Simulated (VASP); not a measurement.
# SrCaF4 (I-4) in VASP: single point with r2SCAN+rVV10

Aim: the single point of SrCaF4 with r2SCAN+rVV10.

All numbers are computed with VASP 6.6.1; they aren't measurements. Logs are shortened: lines on timing, memory, paths and dates and some standing lists are left out, and cuts for length are marked.

## Step 1: The cell of the first run

It takes space group I-4 (No. 82, tetragonal). The conventional cell has a = 5.948 Å, b = 5.948 Å, c = 5.161 Å, α = 90.00°, β = 90.00°, γ = 90.00°. Sr (site symmetry -4) has 8 F at 2.46 to 2.60 Å and 4 Ca at 3.24 Å within 3.3 Å. Within 3.0 Å of Ca (site symmetry -4) lie 8 F at 2.19 to 2.95 Å. Within 3.2 Å of F (site symmetry 1) lie 2 Ca at 2.19 to 2.95 Å and 2 Sr at 2.46 to 2.60 Å and 8 F at 2.62 to 3.19 Å.

## Step 2: Single point, r2SCAN+rVV10

File POSCAR:

```
SrCaF4
1.0
   -2.9739707275      2.9739707275      2.5804186049
    2.9739707275     -2.9739707275      2.5804186049
    2.9739707275      2.9739707275     -2.5804186049
Sr Ca F
1 1 4
Direct
    0.2500000000      0.7500000000      0.5000000000
    0.0000000000      0.0000000000      0.0000000000
    0.3783634072      0.3241083588      0.5046570589
    0.6758916412      0.1805487001      1.0542550484
    0.8194512999      0.8737063483      0.4953429411
    0.1262936517      0.6216365928     -0.0542550484
```

File INCAR.step1:

```
ALGO = Normal
EDIFF = 1E-4
ENCUT = 520
GGA = PE
ISMEAR = -1
LASPH = T
LCHARG = F
LREAL = F
LWAVE = T
NBANDS = 33
NELM = 60
PREC = Accurate
SIGMA = 0.03
```

File INCAR.step2:

```
ALGO = Normal
BPARAM = 11.95
CPARAM = 0.0093
EDIFF = 1E-6
ENCUT = 520
ISIF = 2
ISMEAR = -1
ISTART = 1
IVDW_NL = 2
LASPH = T
LCHARG = F
LMIXTAU = T
LREAL = F
LUSE_VDW = T
LWAVE = F
METAGGA = R2SCAN
NBANDS = 33
NELM = 60
PREC = Accurate
SIGMA = 0.03
```

File KPOINTS:

```
k-points
0
Gamma
  6 6 6
```

Potentials or basis: VASP PAW PBE potentials, release 64 (Sr_sv, Ca_sv, F).

Run with:

```sh
cat potpaw_PBE.64/Sr_sv/POTCAR potpaw_PBE.64/Ca_sv/POTCAR potpaw_PBE.64/F/POTCAR > POTCAR
cp INCAR.step1 INCAR
mpirun -np 1 vasp_std > vasp.out
cp INCAR.step2 INCAR
mpirun -np 1 vasp_std > vasp.out
```

OUTCAR:

```text
BPARAM = 11.95
   EDIFF = 1E-6
   ENCUT = 520
   ISIF = 2
   ISMEAR = -1
   ISTART = 1
   IVDW_NL = 2
   LASPH = T
   LREAL = F
   METAGGA = R2SCAN
   NELM = 60
   PREC = Accurate

 ion  position               nearest neighbor table
   1  0.250  0.750  0.500-   5 2.46   4 2.46   3 2.46   6 2.46   6 2.60   3 2.60   4 2.60   5 2.60
                             2 3.24   2 3.24   2 3.24   2 3.24
   2  0.000  0.000  0.000-   4 2.19   3 2.19   6 2.19   5 2.19   1 3.24   1 3.24   1 3.24   1 3.24

   3  0.378  0.324  0.505-   2 2.19   1 2.46   1 2.60
   4  0.676  0.181  0.054-   2 2.19   1 2.46   1 2.60
   5  0.819  0.874  0.495-   2 2.19   1 2.46   1 2.60
   6  0.126  0.622  0.946-   2 2.19   1 2.46   1 2.60

  LATTYP: Found a body centered tetragonal cell.
 ALAT       =     5.9479414550
 C/A-ratio  =     0.8676677887

  Lattice vectors:

 A1 = (  -2.9739707275,   2.9739707275,   2.5804186049)
 A2 = (   2.9739707275,  -2.9739707275,   2.5804186049)
 A3 = (   2.9739707275,   2.9739707275,  -2.5804186049)

Analysis of symmetry for initial positions (statically):
=====================================================================
 Subroutine PRICEL returns:
 Original cell was already a primitive cell.

 Routine SETGRP: Setting up the symmetry group for a
 body centered tetragonal supercell.

 Subroutine GETGRP returns: Found  4 space group operations
 (whereof  4 operations were pure point group operations)
 out of a pool of 16 trial point group operations.

The static configuration has the point symmetry S_4 .

Analysis of symmetry for dynamics (positions and initial velocities):
=====================================================================
 Subroutine PRICEL returns:
 Original cell was already a primitive cell.

 Routine SETGRP: Setting up the symmetry group for a
 body centered tetragonal supercell.

 Subroutine GETGRP returns: Found  4 space group operations
 (whereof  4 operations were pure point group operations)
 out of a pool of 16 trial point group operations.

The dynamic configuration has the point symmetry S_4 .

 Subroutine INISYM returns: Found  4 space group operations
 (whereof  4 operations are pure point group operations),
 and found     1 'primitive' translations

----------------------------------------------------------------------------------------

                                     Primitive cell

  volume of cell :      91.2901

  direct lattice vectors                    reciprocal lattice vectors
    -2.973970727  2.973970727  2.580418605     0.000000000  0.168125394  0.193767011
     2.973970727 -2.973970727  2.580418605     0.168125394  0.000000000  0.193767011
     2.973970727  2.973970727 -2.580418605     0.168125394  0.168125394  0.000000000

  length of vectors
     4.934325076  4.934325076  4.934325076     0.256538111  0.256538111  0.237765212

  position of ions in fractional coordinates (direct lattice)
     0.250000000  0.750000000  0.500000000
     0.000000000  0.000000000  0.000000000
     0.378363407  0.324108359  0.504657059
     0.675891641  0.180548700  0.054255048
     0.819451300  0.873706348  0.495342941
     0.126293652  0.621636593  0.945744952

  ion indices of the primitive-cell ions
   primitive index   ion index
                 1           1
                 2           2
                 3           3
                 4           4
                 5           5
                 6           6

----------------------------------------------------------------------------------------

 KPOINTS: k-points

Automatic generation of k-mesh.
 Grid dimensions read from file:
 generate k-points for:    6    6    6

 Generating k-lattice:

  Cartesian coordinates                     Fractional coordinates (reciprocal lattice)
     0.000000000  0.028020899  0.032294502     0.166666667  0.000000000  0.000000000
     0.028020899  0.000000000  0.032294502     0.000000000  0.166666667  0.000000000
     0.028020899  0.028020899  0.000000000     0.000000000  0.000000000  0.166666667

  Length of vectors
     0.042756352  0.042756352  0.039627535

  Shift w.r.t. Gamma in fractional coordinates (k-lattice)
     0.000000000  0.000000000  0.000000000

 Subroutine IBZKPT returns following result:
 ===========================================

 Found     36 irreducible k-points:

 Following reciprocal coordinates:
            Coordinates               Weight
  0.000000  0.000000  0.000000      1.000000
  0.166667  0.000000 -0.000000      8.000000
  0.333333  0.000000 -0.000000      8.000000
  0.500000 -0.000000  0.000000      4.000000
  0.166667  0.166667 -0.000000      8.000000
  0.333333  0.166667  0.000000      8.000000
[... 16 lines left out ...]
 -0.333333  0.333333 -0.166667      4.000000
 -0.166667  0.333333  0.166667      8.000000
 [... further k-points ...]
   k-points           NKPTS =     36   k-points in BZ     NKDIM =     36   number of bands    NBANDS=     33
   number of dos      NEDOS =    301   number of ions     NIONS =      6
   total plane-waves  NPLWV =  64000
   dimension x,y,z NGX =    40 NGY =   40 NGZ =   40
   dimension x,y,z NGXF=    80 NGYF=   80 NGZF=   80
   ions per type =               1   1   4
   NGX,Y,Z   is equivalent  to a cutoff of  13.48, 13.48, 13.48 a.u.
   NGXF,Y,Z  is equivalent  to a cutoff of  26.95, 26.95, 26.95 a.u.
 SYSTEM =  unknown system
   PREC   = accura    normal or accurate (medium, high low for compatibility)
   ISTART =      1    job   : 0-new  1-cont  2-samecut
   ICHARG =      0    charge: 1-file 2-atom 10-const
   ISPIN  =      1    spin polarized calculation?
   LNONCOLLINEAR =      F non collinear calculations
   LSORBIT =      F    spin-orbit coupling
   LASPH  =      T    aspherical Exc in radial PAW
   ENCUT  =  520.0 eV  38.22 Ry    6.18 a.u.   9.17  9.17  9.17*2*pi/ulx,y,z
   NELM   =     60;   NELMIN=  2; NELMDL=  0     # of ELM steps
   EDIFF  = 0.1E-05   stopping-criterion for ELM
   LREAL  =      F    real-space projection
[... 7 lines left out ...]
   TEBEG  =    0.0;   TEEND  =   0.0 temperature during run
   PSTRESS=    0.0 pullay stress
   NELECT =      48.0000    total number of electrons
   NUPDOWN=      -1.0000    fix difference up-down
   EMIN   =  10.00;   EMAX   =-10.00  energy-range for DOS
   EFERMI =   0.00;   METHOD = LEGACY
   ISMEAR =    -1;   SIGMA  =   0.03  broadening in eV -4-tet -1-fermi 0-gaus
   EFERMI_NEDOS =   21; number of points for ismear=-14 and -15
   IALGO  =     38    algorithm
   IMIX   =      4    mixing-type and parameters
     AMIX     =   0.40;   BMIX     =  1.00
     AMIX_MAG =   1.60;   BMIX_MAG =  1.00
  volume/ion in A,a.u.               =      15.22       102.68
  Fermi-wavevector in a.u.,A,eV,Ry     =   1.321338  2.496968 23.754891  1.745935
  Thomas-Fermi vector in A             =   2.451099
   LORBIT       =      0    0 simple, 1 ext, 2 COOP (PROOUT), +10 PAW based schemes
   METAGGA = R2SCAN    functional components
   LHFCALC =     F    Hartree Fock is set to
   AEXX    =    0.0000 exact exchange contribution
   IVDW_NL    =     2    kernel type
   BPARAM     =11.9500
   IVDW    =     0    specifies the selected vdW correction
   LEPSILON=     F    determine dielectric tensor
   LRPA    =     F    only Hartree local field effects (RPA)
 non-spin polarized calculation
  energy-cutoff  :      520.00
  volume of cell :       91.29
 maximum number of plane-waves:      2489
 NGX is ok and might be reduce to    40
   NGX = 19   NGY = 19   NGZ = 19

 number of electron      48.0000004 magnetization

 Free energy of the ion-electron system (eV)
  ---------------------------------------------------
  ext. energy  EPLUGINS =         0.00000000
  ---------------------------------------------------
  free energy    TOTEN  =       -55.94613081 eV

  energy without entropy =      -55.94613081  energy(sigma->0) =      -55.94613081

 E-fermi :  -0.7402     XC(G=0):  -9.9276

 val. band max:       -1.3526026547   @ k =   0.0000   0.0000   0.0000
 cond. band min:       5.1580178090   @ k =   0.0000   0.0000   0.0000
 fundamental gap:      6.5106204637
 Fermi energy:        -0.7401523472

 k-point     1 :       0.0000    0.0000    0.0000
  band No.  band energies     occupation
      1     -40.0453      2.00000
      2     -33.6882      2.00000
      3     -22.7123      2.00000
      4     -22.6603      2.00000
      5     -22.6603      2.00000
      6     -22.6230      2.00000
[... 25 lines left out ...]
     32       9.2269      0.00000
     33       9.2269      0.00000

 k-point     2 :       0.1667    0.0000   -0.0000
  band No.  band energies     occupation
      1     -40.0448      2.00000
      2     -33.6862      2.00000
      3     -22.8080      2.00000
      4     -22.7398      2.00000
      5     -22.6039      2.00000
      6     -22.5698      2.00000
[... 25 lines left out ...]
     32       9.2203      0.00000
     33       9.4121      0.00000

 k-point     3 :       0.3333    0.0000   -0.0000
  band No.  band energies     occupation
      1     -40.0438      2.00000
      2     -33.6824      2.00000
      3     -22.9187      2.00000
      4     -22.8306      2.00000
      5     -22.5719      2.00000
      6     -22.5307      2.00000
[... 25 lines left out ...]
     32       9.3147      0.00000
     33       9.5298      0.00000

 k-point     4 :       0.5000   -0.0000    0.0000
  band No.  band energies     occupation
      1     -40.0434      2.00000
      2     -33.6804      2.00000
      3     -22.9651      2.00000
      4     -22.8681      2.00000
      5     -22.5642      2.00000
      6     -22.5182      2.00000
[... 25 lines left out ...]
     32       9.1691      0.00000
     33       9.6275      0.00000

 k-point     5 :       0.1667    0.1667   -0.0000
  band No.  band energies     occupation
      1     -40.0441      2.00000
      2     -33.6832      2.00000
      3     -22.8792      2.00000
      4     -22.7890      2.00000
      5     -22.6212      2.00000
      6     -22.5343      2.00000
[... 604 lines left out ...]
 k-point    22 :      -0.3333    0.3333    0.1667
  band No.  band energies     occupation
      1     -40.0434      2.00000
      2     -33.6812      2.00000
      3     -23.0386      2.00000
      4     -22.9220      2.00000
      5     -22.5445      2.00000
      6     -22.3859      2.00000
[... 25 lines left out ...]
     32       9.4943      0.00000
     33      10.1809      0.00000

 k-point    23 :      -0.3333    0.3333   -0.1667
  band No.  band energies     occupation
      1     -40.0434      2.00000
      2     -33.6812      2.00000
      3     -23.0317      2.00000
      4     -22.9358      2.00000
      5     -22.5158      2.00000
      6     -22.4082      2.00000
[... 25 lines left out ...]
     32       9.5479      0.00000
     33       9.8043      0.00000

 k-point    24 :      -0.1667    0.3333    0.1667
  band No.  band energies     occupation
      1     -40.0434      2.00000
      2     -33.6808      2.00000
      3     -23.0082      2.00000
      4     -22.9443      2.00000
      5     -22.4968      2.00000
      6     -22.4472      2.00000
[... 25 lines left out ...]
     32       9.5053      0.00000
     33      10.0028      0.00000

 [... further k-points ...]
[... 5 lines left out ...]
  --------------------------------------------------------------------------------------
  -------------------------------------------------------------------------------------
  Total        0.4743351      0.4743351     -0.0158800      0.0000055      0.0000000      0.0000000
  in kB        8.3247716      8.3247716     -0.2787006      0.0000959      0.0000000      0.0000000
  external PRESSURE =       5.4569475 kB  Pullay stress =       0.0000000 kB

 VOLUME and BASIS-vectors are now :
 -----------------------------------------------------------------------------
  energy-cutoff  :      520.00
  volume of cell :       91.29
      direct lattice vectors                 reciprocal lattice vectors
    -2.973970727  2.973970727  2.580418605     0.000000000  0.168125394  0.193767011
     2.973970727 -2.973970727  2.580418605     0.168125394  0.000000000  0.193767011
     2.973970727  2.973970727 -2.580418605     0.168125394  0.168125394  0.000000000

 POSITION                                       TOTAL-FORCE (eV/Angst)
 -----------------------------------------------------------------------------------
      2.97397     -0.00000      1.29021        -0.000000     -0.000000      0.000000
      0.00000      0.00000      0.00000        -0.000000     -0.000000      0.000000
      1.33948      1.66219      0.51044         0.044571      0.087542      0.020599
     -1.31178      1.63449      2.06997         0.087542     -0.044571     -0.020599
      1.63449      1.31178      3.09086        -0.044571     -0.087542      0.020599
      4.28575      1.33948     -0.51044        -0.087542      0.044571     -0.020599
 -----------------------------------------------------------------------------------
    total drift:                               -0.000000      0.000001      0.000000

  FREE ENERGIE OF THE ION-ELECTRON SYSTEM (eV)
  ---------------------------------------------------
  free  energy   TOTEN  =       -55.9461308081 eV

  energy  without entropy=      -55.9461308081  energy(sigma->0) =      -55.94613081
```

Run time: 15 min. Hardware: 1 thread of Oxide Virtual Turin-like, shared host; peak memory 0.52 GiB.

Results:

- Free energy: -55.9461 eV
- Pressure: 0.5 GPa
- Largest force: 0.100 eV/Å
- Band gap on the k mesh: 6.51 eV

Forces in eV/Å, atoms in the order of the input:
```
Sr   0.000  0.000  0.000
Ca   0.000  0.000  0.000
F    0.045  0.088  0.021
F    0.088 -0.045 -0.021
F   -0.045 -0.088  0.021
F   -0.088  0.045 -0.021
```

Stress tensor (GPa, compression positive):
```
 0.83  0.00  0.00
 0.00  0.83  0.00
 0.00  0.00 -0.03
```

Caveat: the PAW data sets were made with another functional, which shifts forces and pressure a little. A k mesh can miss the band edges.
